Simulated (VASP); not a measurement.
# Sn3GeO (Pm-3m) in VASP: notebook

The runs below take Sn3GeO through single point, relaxation of cell and atoms, with PBE.

Everything below comes from runs of VASP 6.6.1. Logs are shortened: lines on timing, memory, paths and dates and some standing lists are left out, and cuts for length are marked.

## 1. The cell of the first run

The structure is cubic, space group Pm-3m (No. 221). Conventional cell: a = 4.889 Å, b = 4.889 Å, c = 4.889 Å, α = 90.00°, β = 90.00°, γ = 90.00°. Within 3.2 Å of Sn (site symmetry 4/mmm) lie 2 O at 2.44 Å. Ge (site symmetry m-3m) has 12 Sn at 3.46 Å and 8 O at 4.23 Å within 4.5 Å. Within 3.2 Å of O (site symmetry m-3m) lie 6 Sn at 2.44 Å.

## 2. Single point, PBE

INCAR reads:

```
  PREC = Accurate
  ENCUT = 520
  EDIFF = 1E-6
  ISMEAR = 0
  SIGMA = 0.1
  LREAL = False
  LASPH = True
  NELM = 80
  ALGO = Normal
  ISIF = 2
  LWAVE = False
  LCHARG = False
  GGA = PE
  NBANDS = 39
```

KPOINTS reads:

```
regular mesh
0
Gamma
  4 4 4
```

POSCAR reads:

```
Sn3GeO
1.0
    4.8889525300      0.0000000000      0.0000000000
    0.0000000000      4.8889525300      0.0000000000
    0.0000000000      0.0000000000      4.8889525300
Sn Ge O
3 1 1
Direct
    0.0000000000      0.5000000000      0.5000000000
    0.5000000000      0.0000000000      0.5000000000
    0.5000000000      0.5000000000      0.0000000000
    0.0000000000      0.0000000000      0.0000000000
    0.5000000000      0.5000000000      0.5000000000
```

Potentials or basis: VASP PAW PBE potentials, release 64 (Sn_d, Ge_d, O).

Run with:

```console
$ cat potpaw_PBE.64/Sn_d/POTCAR potpaw_PBE.64/Ge_d/POTCAR potpaw_PBE.64/O/POTCAR > POTCAR
$ mpirun -np 1 vasp_std > vasp.out
```

OUTCAR:

```text
PREC = Accurate
   ENCUT = 520
   EDIFF = 1E-6
   ISMEAR = 0
   LREAL = False
   LASPH = True
   NELM = 80
   ISIF = 2
   GGA = PE

 ion  position               nearest neighbor table
   1  0.000  0.500  0.500-   5 2.44   5 2.44   2 3.46   3 3.46   2 3.46   2 3.46   3 3.46   3 3.46
                             3 3.46   2 3.46
   2  0.500  0.000  0.500-   5 2.44   5 2.44   1 3.46   3 3.46   1 3.46   3 3.46   3 3.46   3 3.46
                             1 3.46   1 3.46
   3  0.500  0.500  0.000-   5 2.44   5 2.44   1 3.46   1 3.46   2 3.46   2 3.46   2 3.46   2 3.46
                             1 3.46   1 3.46
   4  0.000  0.000  0.000-
   5  0.500  0.500  0.500-   1 2.44   2 2.44   3 2.44   3 2.44   2 2.44   1 2.44

  LATTYP: Found a simple cubic cell.
 ALAT       =     4.8889525300

  Lattice vectors:

 A1 = (   4.8889525300,   0.0000000000,   0.0000000000)
 A2 = (   0.0000000000,   4.8889525300,   0.0000000000)
 A3 = (   0.0000000000,   0.0000000000,   4.8889525300)

Analysis of symmetry for initial positions (statically):
=====================================================================
 Subroutine PRICEL returns:
 Original cell was already a primitive cell.

 Routine SETGRP: Setting up the symmetry group for a
 simple cubic supercell.

 Subroutine GETGRP returns: Found 48 space group operations
 (whereof 48 operations were pure point group operations)
 out of a pool of 48 trial point group operations.

The static configuration has the point symmetry O_h .

Analysis of symmetry for dynamics (positions and initial velocities):
=====================================================================
 Subroutine PRICEL returns:
 Original cell was already a primitive cell.

 Routine SETGRP: Setting up the symmetry group for a
 simple cubic supercell.

 Subroutine GETGRP returns: Found 48 space group operations
 (whereof 48 operations were pure point group operations)
 out of a pool of 48 trial point group operations.

The dynamic configuration has the point symmetry O_h .

 Subroutine INISYM returns: Found 48 space group operations
 (whereof 48 operations are pure point group operations),
 and found     1 'primitive' translations

----------------------------------------------------------------------------------------

                                     Primitive cell

  volume of cell :     116.8550

  direct lattice vectors                    reciprocal lattice vectors
     4.888952530  0.000000000  0.000000000     0.204542792  0.000000000  0.000000000
     0.000000000  4.888952530  0.000000000     0.000000000  0.204542792  0.000000000
     0.000000000  0.000000000  4.888952530     0.000000000  0.000000000  0.204542792

  length of vectors
     4.888952530  4.888952530  4.888952530     0.204542792  0.204542792  0.204542792

  position of ions in fractional coordinates (direct lattice)
     0.000000000  0.500000000  0.500000000
     0.500000000  0.000000000  0.500000000
     0.500000000  0.500000000  0.000000000
     0.000000000  0.000000000  0.000000000
     0.500000000  0.500000000  0.500000000

  ion indices of the primitive-cell ions
   primitive index   ion index
                 1           1
                 2           2
                 3           3
                 4           4
                 5           5

----------------------------------------------------------------------------------------

 KPOINTS: regular mesh

Automatic generation of k-mesh.
 Grid dimensions read from file:
 generate k-points for:    4    4    4

 Generating k-lattice:

  Cartesian coordinates                     Fractional coordinates (reciprocal lattice)
     0.051135698  0.000000000  0.000000000     0.250000000  0.000000000  0.000000000
     0.000000000  0.051135698  0.000000000     0.000000000  0.250000000  0.000000000
     0.000000000  0.000000000  0.051135698     0.000000000  0.000000000  0.250000000

  Length of vectors
     0.051135698  0.051135698  0.051135698

  Shift w.r.t. Gamma in fractional coordinates (k-lattice)
     0.000000000  0.000000000  0.000000000

 Subroutine IBZKPT returns following result:
 ===========================================

 Found     10 irreducible k-points:

 Following reciprocal coordinates:
            Coordinates               Weight
  0.000000  0.000000  0.000000      1.000000
  0.250000  0.000000  0.000000      6.000000
  0.500000  0.000000  0.000000      3.000000
  0.250000  0.250000  0.000000     12.000000
  0.500000  0.250000  0.000000     12.000000
  0.500000  0.500000  0.000000      3.000000
  0.250000  0.250000  0.250000      8.000000
  0.500000  0.250000  0.250000     12.000000
  0.500000  0.500000  0.250000      6.000000
  0.500000  0.500000  0.500000      1.000000
   k-points           NKPTS =     10   k-points in BZ     NKDIM =     10   number of bands    NBANDS=     39
   number of dos      NEDOS =    301   number of ions     NIONS =      5
   total plane-waves  NPLWV =  46656
   dimension x,y,z NGX =    36 NGY =   36 NGZ =   36
   dimension x,y,z NGXF=    72 NGYF=   72 NGZF=   72
   ions per type =               3   1   1
   NGX,Y,Z   is equivalent  to a cutoff of  12.24, 12.24, 12.24 a.u.
   NGXF,Y,Z  is equivalent  to a cutoff of  24.48, 24.48, 24.48 a.u.
 SYSTEM =  unknown system
   PREC   = accura    normal or accurate (medium, high low for compatibility)
   ISTART =      0    job   : 0-new  1-cont  2-samecut
   ICHARG =      2    charge: 1-file 2-atom 10-const
   ISPIN  =      1    spin polarized calculation?
   LNONCOLLINEAR =      F non collinear calculations
   LSORBIT =      F    spin-orbit coupling
   LASPH  =      T    aspherical Exc in radial PAW
   ENCUT  =  520.0 eV  38.22 Ry    6.18 a.u.   9.09  9.09  9.09*2*pi/ulx,y,z
   NELM   =     80;   NELMIN=  2; NELMDL= -5     # of ELM steps
   EDIFF  = 0.1E-05   stopping-criterion for ELM
   LREAL  =      F    real-space projection
   EDIFFG = 0.1E-04   stopping-criterion for IOM
   NSW    =      0    number of steps for IOM
   IBRION =     -1    ionic relax: 0-MD 1-quasi-New 2-CG
   NFREE  =      0    steps in history (QN), initial steepest desc. (CG)
   ISIF   =      2    stress and relaxation
   ISYM   =      2    0-nonsym 1-usesym 2-fastsym
   POTIM  = 0.5000    time-step for ionic-motion
   TEBEG  =    0.0;   TEEND  =   0.0 temperature during run
   PSTRESS=    0.0 pullay stress
   NELECT =      62.0000    total number of electrons
   NUPDOWN=      -1.0000    fix difference up-down
   EMIN   =  10.00;   EMAX   =-10.00  energy-range for DOS
   EFERMI =   0.00;   METHOD = LEGACY
   ISMEAR =     0;   SIGMA  =   0.10  broadening in eV -4-tet -1-fermi 0-gaus
   EFERMI_NEDOS =   21; number of points for ismear=-14 and -15
   IALGO  =     38    algorithm
   IMIX   =      4    mixing-type and parameters
     AMIX     =   0.40;   BMIX     =  1.00
     AMIX_MAG =   1.60;   BMIX_MAG =  1.00
  volume/ion in A,a.u.               =      23.37       157.72
  Fermi-wavevector in a.u.,A,eV,Ry     =   1.325327  2.504504 23.898505  1.756491
  Thomas-Fermi vector in A             =   2.454796
   LORBIT       =      0    0 simple, 1 ext, 2 COOP (PROOUT), +10 PAW based schemes
   GGA     = PE    functional components
   LHFCALC =     F    Hartree Fock is set to
   AEXX    =    0.0000 exact exchange contribution
   IVDW    =     0    specifies the selected vdW correction
   LEPSILON=     F    determine dielectric tensor
   LRPA    =     F    only Hartree local field effects (RPA)
 non-spin polarized calculation
 Gauss-broadening in eV      SIGMA  =   0.10
  energy-cutoff  :      520.00
  volume of cell :      116.86
 maximum number of plane-waves:      3178
   NGX = 19   NGY = 19   NGZ = 19

 number of electron      61.9999964 magnetization

 Free energy of the ion-electron system (eV)
  ---------------------------------------------------
  ext. energy  EPLUGINS =         0.00000000
  ---------------------------------------------------
  free energy    TOTEN  =       -21.87208674 eV

  energy without entropy =      -21.86509518  energy(sigma->0) =      -21.86859096

 E-fermi :   6.7513     XC(G=0): -10.2040

 val. band max:        6.6385571674   @ k =   0.5000   0.5000   0.0000
 cond. band min:       6.7569526523   @ k =   0.5000   0.5000   0.0000
 fundamental gap:      0.1183954849
 Fermi energy:         6.7513324895

 k-point     1 :       0.0000    0.0000    0.0000
  band No.  band energies     occupation
      1     -17.7917      2.00000
      2     -17.7917      2.00000
      3     -17.7917      2.00000
      4     -17.7903      2.00000
      5     -17.7903      2.00000
      6     -15.2215      2.00000
[... 31 lines left out ...]
     38      12.0789      0.00000
     39      12.0789      0.00000

 k-point     2 :       0.2500    0.0000    0.0000
  band No.  band energies     occupation
      1     -17.7917      2.00000
      2     -17.7916      2.00000
      3     -17.7916      2.00000
      4     -17.7903      2.00000
      5     -17.7900      2.00000
      6     -15.1668      2.00000
[... 31 lines left out ...]
     38      12.5201      0.00000
     39      12.6945      0.00000

 k-point     3 :       0.5000    0.0000    0.0000
  band No.  band energies     occupation
      1     -17.7917      2.00000
      2     -17.7915      2.00000
      3     -17.7915      2.00000
      4     -17.7902      2.00000
      5     -17.7897      2.00000
      6     -15.1001      2.00000
[... 31 lines left out ...]
     38      10.0560      0.00000
     39      12.9664      0.00000

 k-point     4 :       0.2500    0.2500    0.0000
  band No.  band energies     occupation
      1     -17.7916      2.00000
      2     -17.7916      2.00000
      3     -17.7916      2.00000
      4     -17.7901      2.00000
      5     -17.7899      2.00000
      6     -15.1131      2.00000
[... 31 lines left out ...]
     38      11.3062      0.00000
     39      12.1447      0.00000
[... 166 lines left out ...]
     38      10.9951      0.00000
     39      11.3649      0.00000

 k-point     9 :       0.5000    0.5000    0.2500
  band No.  band energies     occupation
      1     -17.7918      2.00000
      2     -17.7916      2.00000
      3     -17.7916      2.00000
      4     -17.7898      2.00000
      5     -17.7895      2.00000
      6     -14.9464      2.00000
[... 31 lines left out ...]
     38      11.4992      0.00000
     39      11.5345      0.00000

 k-point    10 :       0.5000    0.5000    0.5000
  band No.  band energies     occupation
      1     -17.7918      2.00000
      2     -17.7918      2.00000
      3     -17.7918      2.00000
      4     -17.7896      2.00000
      5     -17.7896      2.00000
      6     -14.9366      2.00000
[... 31 lines left out ...]
     38      12.2556      0.00000
     39      12.2556      0.00000

------------------------ aborting loop because EDIFF is reached ----------------------------------------

  FORCE on cell =-STRESS in cart. coord.  units (eV):
  Direction    XX          YY          ZZ          XY          YZ          ZX
  --------------------------------------------------------------------------------------
  -------------------------------------------------------------------------------------
  Total       -0.7972565     -0.7972565     -0.7972565      0.0000000      0.0000000      0.0000000
  in kB      -10.9310331    -10.9310331    -10.9310331      0.0000000      0.0000000      0.0000000
  external PRESSURE =     -10.9310331 kB  Pullay stress =       0.0000000 kB

 VOLUME and BASIS-vectors are now :
 -----------------------------------------------------------------------------
  energy-cutoff  :      520.00
  volume of cell :      116.86
      direct lattice vectors                 reciprocal lattice vectors
     4.888952530  0.000000000  0.000000000     0.204542792  0.000000000  0.000000000
     0.000000000  4.888952530  0.000000000     0.000000000  0.204542792  0.000000000
     0.000000000  0.000000000  4.888952530     0.000000000  0.000000000  0.204542792

 POSITION                                       TOTAL-FORCE (eV/Angst)
 -----------------------------------------------------------------------------------
      0.00000      2.44448      2.44448         0.000000      0.000000      0.000000
      2.44448      0.00000      2.44448         0.000000      0.000000      0.000000
      2.44448      2.44448      0.00000         0.000000      0.000000      0.000000
      0.00000      0.00000      0.00000         0.000000      0.000000      0.000000
      2.44448      2.44448      2.44448         0.000000      0.000000      0.000000
 -----------------------------------------------------------------------------------
    total drift:                                0.000000      0.000000      0.000000

  FREE ENERGIE OF THE ION-ELECTRON SYSTEM (eV)
  ---------------------------------------------------
  free  energy   TOTEN  =       -21.8720867406 eV

  energy  without entropy=      -21.8650951754  energy(sigma->0) =      -21.86859096
```

It took 51 s on 1 thread of Intel Xeon Platinum 8259CL at 2.50GHz (Skylake/Cascade Lake), shared host; peak memory 0.21 GiB.

What came out:

```
Free energy            : -21.8721 eV
Pressure               : -1.1 GPa
Band gap on the k mesh : zero (band 31 reaches 6.80 eV, above the bottom of band 32 at 6.15 eV)
```

Caveat: spin-orbit coupling is left out, which moves the levels of the heavy elements.

## 3. Single point, PBE

This run uses another cell than the first one, of 22.90 Å³/atom, 0.980 times its volume.

INCAR reads:

```
SYSTEM = Sn3GeO
PREC = Accurate
ENCUT = 520
EDIFF = 1E-6
ISMEAR = 0
SIGMA = 0.1
LREAL = .False.
LASPH = .True.
NELM = 80
ALGO = Normal
ISIF = 2
LWAVE = .False.
LCHARG = .True.
GGA = PE
LELF = .True.
LVHAR = .True.
NBANDS = 39
```

KPOINTS reads:

```
Automatic mesh
0
Gamma
  8 8 8
  0 0 0
```

POSCAR, as its differences from that of step 2:

```diff
@@ -2,5 +2,5 @@
 1.0
-    4.8889525300      0.0000000000      0.0000000000
-    0.0000000000      4.8889525300      0.0000000000
-    0.0000000000      0.0000000000      4.8889525300
+    4.8557619332      0.0000000000      0.0000000000
+    0.0000000000      4.8557619332      0.0000000000
+    0.0000000000      0.0000000000      4.8557619332
 Sn Ge O
```

Potentials or basis: VASP PAW PBE potentials, release 64 (Sn_d, Ge_d, O).

Run with:

```console
$ cat potpaw_PBE.64/Sn_d/POTCAR potpaw_PBE.64/Ge_d/POTCAR potpaw_PBE.64/O/POTCAR > POTCAR
$ mpirun -np 1 vasp_std > vasp.out
```

Wall time 2.3 min (1 thread of Intel Xeon Platinum 8259CL at 2.50GHz (Skylake/Cascade Lake), shared host); peak memory 0.28 GiB.

Results (log left out):

- Free energy: -21.7862 eV
- Pressure: -0.1 GPa
- Band gap on the k mesh: zero (band 31 reaches 7.22 eV, above the bottom of band 32 at 6.39 eV)

Levels at points of the mesh, in eV from the Fermi level:
```
           k point  band 29  band 30  band 31  band 32  band 33  band 34
(0.00, 0.00, 0.00)    -1.60    -1.60    -1.60     2.17     2.17     2.17
(0.50, 0.00, 0.00)    -1.54    -1.54     0.04     0.70     0.70     1.45
(0.50, 0.50, 0.00)    -1.31    -0.04    -0.04    -0.03     0.15     0.15
(0.50, 0.50, 0.50)    -1.67    -1.67    -1.67    -0.56     4.43     4.43
```

Caveat: spin-orbit coupling is left out, which moves the levels of the heavy elements.

(Part 1 of 2 ends here.)
